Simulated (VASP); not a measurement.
# CdSiN2 (P-4m2) in VASP: settings compared

Aim: see how the results for CdSiN2 move with the level of theory and the settings. Levels: PBE, r2SCAN. Tasks: single point.

All numbers are computed with VASP 6.6.1; they aren't measurements. Logs are shortened: lines on timing, memory, paths and dates and some standing lists are left out, and cuts for length are marked.

### 1 The cell of the first run

The structure is tetragonal, space group P-4m2 (No. 115). Conventional cell: a = 3.034 Å, b = 3.034 Å, c = 5.110 Å, α = 90.00°, β = 90.00°, γ = 90.00°. Cd (site symmetry -4m2) has 4 N at 2.23 Å within 2.9 Å. Within 2.4 Å of N (site symmetry 2mm) lie 2 Si at 1.77 Å and 2 Cd at 2.23 Å. Within 2.4 Å of Si (site symmetry -4m2) lie 4 N at 1.77 Å.

### 2 Single point, PBE

Contents of INCAR:

```
  PREC = Accurate
  ENCUT = 520
  EDIFF = 1E-7
  ISMEAR = 0
  SIGMA = 0.01
  LREAL = F
  LASPH = T
  NELM = 100
  ALGO = Normal
  ISIF = 2
  LWAVE = F
  LCHARG = T
  GGA = PE
  LELF = T
  LVHAR = T
  NBANDS = 21
```

Contents of KPOINTS:

```
Automatic mesh
0
Gamma
  4 4 4
```

Contents of POSCAR:

```
CdSiN2
1.0
    3.0339884469      0.0000000000      0.0000000000
    0.0000000000      3.0339884469      0.0000000000
    0.0000000000      0.0000000000      5.1102333306
Cd N Si
1 2 1
Direct
    0.0000000000      0.0000000000      0.0000000000
    0.0000000000      0.5000000000      0.3197391371
    0.5000000000      0.0000000000      0.6802608629
    0.5000000000      0.5000000000      0.5000000000
```

Potentials or basis: VASP PAW PBE potentials, release 64 (Cd, N, Si).

Started as:

```
> cat potpaw_PBE.64/Cd/POTCAR potpaw_PBE.64/N/POTCAR potpaw_PBE.64/Si/POTCAR > POTCAR
> mpirun -np 1 vasp_std > vasp.out
```

OUTCAR:

```text
PREC = Accurate
   ENCUT = 520
   EDIFF = 1E-7
   ISMEAR = 0
   LREAL = F
   LASPH = T
   NELM = 100
   ISIF = 2
   GGA = PE

 ion  position               nearest neighbor table
   1  0.000  0.000  0.000-   2 2.23   3 2.23   2 2.23   3 2.23   4 3.34   4 3.34   4 3.34   4 3.34
                             4 3.34   4 3.34   4 3.34   4 3.34
   2  0.000  0.500  0.320-   4 1.77   4 1.77   1 2.23   1 2.23
   3  0.500  0.000  0.680-   4 1.77   4 1.77   1 2.23   1 2.23
   4  0.500  0.500  0.500-   2 1.77   3 1.77   3 1.77   2 1.77   1 3.34   1 3.34   1 3.34   1 3.34
                             1 3.34   1 3.34   1 3.34   1 3.34

  LATTYP: Found a simple tetragonal cell.
 ALAT       =     3.0339884469
 C/A-ratio  =     1.6843285398

  Lattice vectors:

 A1 = (   3.0339884469,   0.0000000000,   0.0000000000)
 A2 = (   0.0000000000,   3.0339884469,   0.0000000000)
 A3 = (   0.0000000000,   0.0000000000,   5.1102333306)

Analysis of symmetry for initial positions (statically):
=====================================================================
 Subroutine PRICEL returns:
 Original cell was already a primitive cell.

 Routine SETGRP: Setting up the symmetry group for a
 simple tetragonal supercell.

 Subroutine GETGRP returns: Found  8 space group operations
 (whereof  8 operations were pure point group operations)
 out of a pool of 16 trial point group operations.

The static configuration has the point symmetry D_2d.

Analysis of symmetry for dynamics (positions and initial velocities):
=====================================================================
 Subroutine PRICEL returns:
 Original cell was already a primitive cell.

 Routine SETGRP: Setting up the symmetry group for a
 simple tetragonal supercell.

 Subroutine GETGRP returns: Found  8 space group operations
 (whereof  8 operations were pure point group operations)
 out of a pool of 16 trial point group operations.

The dynamic configuration has the point symmetry D_2d.

 Subroutine INISYM returns: Found  8 space group operations
 (whereof  8 operations are pure point group operations),
 and found     1 'primitive' translations

----------------------------------------------------------------------------------------

                                     Primitive cell

  volume of cell :      47.0401

  direct lattice vectors                    reciprocal lattice vectors
     3.033988447  0.000000000  0.000000000     0.329599146  0.000000000  0.000000000
     0.000000000  3.033988447  0.000000000     0.000000000  0.329599146  0.000000000
     0.000000000  0.000000000  5.110233331     0.000000000  0.000000000  0.195685781

  length of vectors
     3.033988447  3.033988447  5.110233331     0.329599146  0.329599146  0.195685781

  position of ions in fractional coordinates (direct lattice)
     0.000000000  0.000000000  0.000000000
     0.000000000  0.500000000  0.319739137
     0.500000000  0.000000000  0.680260863
     0.500000000  0.500000000  0.500000000

  ion indices of the primitive-cell ions
   primitive index   ion index
                 1           1
                 2           2
                 3           3
                 4           4

----------------------------------------------------------------------------------------

 KPOINTS: Automatic mesh

Automatic generation of k-mesh.
 Grid dimensions read from file:
 generate k-points for:    4    4    4

 Generating k-lattice:

  Cartesian coordinates                     Fractional coordinates (reciprocal lattice)
     0.082399786  0.000000000  0.000000000     0.250000000  0.000000000  0.000000000
     0.000000000  0.082399786  0.000000000     0.000000000  0.250000000  0.000000000
     0.000000000  0.000000000  0.048921445     0.000000000  0.000000000  0.250000000

  Length of vectors
     0.082399786  0.082399786  0.048921445

  Shift w.r.t. Gamma in fractional coordinates (k-lattice)
     0.000000000  0.000000000  0.000000000

 Subroutine IBZKPT returns following result:
 ===========================================

 Found     18 irreducible k-points:

 Following reciprocal coordinates:
            Coordinates               Weight
  0.000000  0.000000  0.000000      1.000000
  0.250000  0.000000  0.000000      4.000000
  0.500000  0.000000  0.000000      2.000000
  0.250000  0.250000  0.000000      4.000000
  0.500000  0.250000  0.000000      4.000000
  0.500000  0.500000  0.000000      1.000000
[... 10 lines left out ...]
  0.500000  0.250000  0.500000      4.000000
  0.500000  0.500000  0.500000      1.000000
   k-points           NKPTS =     18   k-points in BZ     NKDIM =     18   number of bands    NBANDS=     21
   number of dos      NEDOS =    301   number of ions     NIONS =      4
   total plane-waves  NPLWV =  23040
   dimension x,y,z NGX =    24 NGY =   24 NGZ =   40
   dimension x,y,z NGXF=    48 NGYF=   48 NGZF=   80
   ions per type =               1   2   1
   NGX,Y,Z   is equivalent  to a cutoff of  13.15, 13.15, 13.01 a.u.
   NGXF,Y,Z  is equivalent  to a cutoff of  26.30, 26.30, 26.03 a.u.
 SYSTEM =  unknown system
   PREC   = accura    normal or accurate (medium, high low for compatibility)
   ISTART =      0    job   : 0-new  1-cont  2-samecut
   ICHARG =      2    charge: 1-file 2-atom 10-const
   ISPIN  =      1    spin polarized calculation?
   LNONCOLLINEAR =      F non collinear calculations
   LSORBIT =      F    spin-orbit coupling
   LASPH  =      T    aspherical Exc in radial PAW
   ENCUT  =  520.0 eV  38.22 Ry    6.18 a.u.   5.64  5.64  9.50*2*pi/ulx,y,z
   NELM   =    100;   NELMIN=  2; NELMDL= -5     # of ELM steps
   EDIFF  = 0.1E-06   stopping-criterion for ELM
   LREAL  =      F    real-space projection
   EDIFFG = 0.1E-05   stopping-criterion for IOM
   NSW    =      0    number of steps for IOM
   IBRION =     -1    ionic relax: 0-MD 1-quasi-New 2-CG
   NFREE  =      0    steps in history (QN), initial steepest desc. (CG)
   ISIF   =      2    stress and relaxation
   ISYM   =      2    0-nonsym 1-usesym 2-fastsym
   POTIM  = 0.5000    time-step for ionic-motion
   TEBEG  =    0.0;   TEEND  =   0.0 temperature during run
   PSTRESS=    0.0 pullay stress
   NELECT =      26.0000    total number of electrons
   NUPDOWN=      -1.0000    fix difference up-down
   EMIN   =  10.00;   EMAX   =-10.00  energy-range for DOS
   EFERMI =   0.00;   METHOD = LEGACY
   ISMEAR =     0;   SIGMA  =   0.01  broadening in eV -4-tet -1-fermi 0-gaus
   EFERMI_NEDOS =   21; number of points for ismear=-14 and -15
   IALGO  =     38    algorithm
   IMIX   =      4    mixing-type and parameters
     AMIX     =   0.40;   BMIX     =  1.00
     AMIX_MAG =   1.60;   BMIX_MAG =  1.00
  volume/ion in A,a.u.               =      11.76        79.36
  Fermi-wavevector in a.u.,A,eV,Ry     =   1.343517  2.538879 24.559023  1.805037
  Thomas-Fermi vector in A             =   2.471584
   LORBIT       =      0    0 simple, 1 ext, 2 COOP (PROOUT), +10 PAW based schemes
   GGA     = PE    functional components
   LHFCALC =     F    Hartree Fock is set to
   AEXX    =    0.0000 exact exchange contribution
   IVDW    =     0    specifies the selected vdW correction
   LEPSILON=     F    determine dielectric tensor
   LRPA    =     F    only Hartree local field effects (RPA)
 non-spin polarized calculation
 Gauss-broadening in eV      SIGMA  =   0.01
  energy-cutoff  :      520.00
  volume of cell :       47.04
 maximum number of plane-waves:      1288
 NGX is ok and might be reduce to    24
   NGX = 11   NGY = 11   NGZ = 19

 number of electron      25.9999995 magnetization

 Free energy of the ion-electron system (eV)
  ---------------------------------------------------
  ext. energy  EPLUGINS =         0.00000000
  ---------------------------------------------------
  free energy    TOTEN  =       -24.25624947 eV

  energy without entropy =      -24.25624947  energy(sigma->0) =      -24.25624947

 E-fermi :   5.3578     XC(G=0): -11.4365

 val. band max:        5.2570214655   @ k =   0.5000   0.0000   0.5000
 cond. band min:       6.4293279560   @ k =   0.0000   0.0000   0.0000
 fundamental gap:      1.1723064905
 Fermi energy:         5.3578215616

 k-point     1 :       0.0000    0.0000    0.0000
  band No.  band energies     occupation
      1     -11.7379      2.00000
      2      -8.7562      2.00000
      3      -3.3257      2.00000
      4      -2.9904      2.00000
      5      -2.4177      2.00000
      6      -2.4177      2.00000
[... 13 lines left out ...]
     20      16.3442      0.00000
     21      18.9942      0.00000

 k-point     2 :       0.2500    0.0000    0.0000
  band No.  band energies     occupation
      1     -11.1106      2.00000
      2      -8.7855      2.00000
      3      -3.2568      2.00000
      4      -2.9589      2.00000
      5      -2.4956      2.00000
      6      -2.3666      2.00000
[... 13 lines left out ...]
     20      16.2553      0.00000
     21      19.0519      0.00000

 k-point     3 :       0.5000    0.0000    0.0000
  band No.  band energies     occupation
      1      -9.9277      2.00000
      2      -9.3284      2.00000
      3      -4.0185      2.00000
      4      -3.2149      2.00000
      5      -2.4942      2.00000
      6      -2.3069      2.00000
[... 13 lines left out ...]
     20      15.5057      0.00000
     21      19.2186      0.00000
[... 313 lines left out ...]
 k-point    17 :       0.5000    0.2500    0.5000
  band No.  band energies     occupation
      1      -9.4574      2.00000
      2      -9.0363      2.00000
      3      -3.1827      2.00000
      4      -2.6893      2.00000
      5      -2.6126      2.00000
      6      -2.4193      2.00000
[... 13 lines left out ...]
     20      16.8929      0.00000
     21      18.3743      0.00000

 k-point    18 :       0.5000    0.5000    0.5000
  band No.  band energies     occupation
      1      -8.7978      2.00000
      2      -8.7978      2.00000
      3      -3.4145      2.00000
      4      -3.3323      2.00000
      5      -2.4826      2.00000
      6      -2.4826      2.00000
[... 13 lines left out ...]
     20      14.7041      0.00000
     21      17.2228      0.00000

------------------------ aborting loop because EDIFF is reached ----------------------------------------

  FORCE on cell =-STRESS in cart. coord.  units (eV):
  Direction    XX          YY          ZZ          XY          YZ          ZX
  --------------------------------------------------------------------------------------
  -------------------------------------------------------------------------------------
  Total        1.5472082      1.5472082      1.4724780      0.0000000      0.0000000     -0.0000000
  in kB       52.6975908     52.6975908     50.1522975      0.0000000      0.0000000     -0.0000000
  external PRESSURE =      51.8491597 kB  Pullay stress =       0.0000000 kB

 VOLUME and BASIS-vectors are now :
 -----------------------------------------------------------------------------
  energy-cutoff  :      520.00
  volume of cell :       47.04
      direct lattice vectors                 reciprocal lattice vectors
     3.033988447  0.000000000  0.000000000     0.329599146  0.000000000  0.000000000
     0.000000000  3.033988447  0.000000000     0.000000000  0.329599146  0.000000000
     0.000000000  0.000000000  5.110233331     0.000000000  0.000000000  0.195685781

 POSITION                                       TOTAL-FORCE (eV/Angst)
 -----------------------------------------------------------------------------------
      0.00000      0.00000      0.00000        -0.000000      0.000000      0.000000
      0.00000      1.51699      1.63394         0.000000      0.000000      0.062930
      1.51699      0.00000      3.47629         0.000000      0.000000     -0.062930
      1.51699      1.51699      2.55512         0.000000     -0.000000      0.000000
 -----------------------------------------------------------------------------------
    total drift:                               -0.000000      0.000000      0.000000

  FREE ENERGIE OF THE ION-ELECTRON SYSTEM (eV)
  ---------------------------------------------------
  free  energy   TOTEN  =       -24.2562494744 eV

  energy  without entropy=      -24.2562494744  energy(sigma->0) =      -24.25624947
```

It took 42 s on 1 thread of AMD EPYC 7R13, shared host; peak memory 0.14 GiB.

Results:

```
Free energy            : -24.2562 eV
Pressure               : 5.2 GPa
Largest force          : 0.063 eV/Å
Band gap on the k mesh : 1.17 eV, indirect (least direct gap 1.21 eV)
```

Forces on the atoms (eV/Å):
```
Cd   0.000  0.000  0.000
N    0.000  0.000  0.063
N    0.000  0.000 -0.063
Si   0.000  0.000  0.000
```

Levels at points of the mesh, in eV from the valence-band top:
| k point | band 11 | band 12 | band 13 | band 14 | band 15 | band 16 |
| --- | --- | --- | --- | --- | --- | --- |
| (0.00, 0.00, 0.00) | -2.52 | -0.04 | -0.04 | 1.17 | 4.34 | 6.28 |
| (0.50, 0.00, 0.00) | -3.21 | -3.10 | -0.10 | 4.09 | 5.28 | 5.39 |
| (0.50, 0.50, 0.00) | -2.50 | -2.50 | -1.67 | 2.88 | 2.88 | 6.60 |
| (0.00, 0.00, 0.50) | -3.61 | -0.47 | -0.47 | 3.66 | 4.05 | 4.21 |
| (0.50, 0.00, 0.50) | -1.89 | -1.41 | 0.00 | 3.21 | 3.97 | 6.17 |
| (0.50, 0.50, 0.50) | -3.41 | -3.41 | -1.84 | 5.54 | 5.54 | 7.50 |

Caveat: the k points lie up to 0.52 Å⁻¹ apart. A k mesh can miss the band edges.

[end of part 1 of 2]
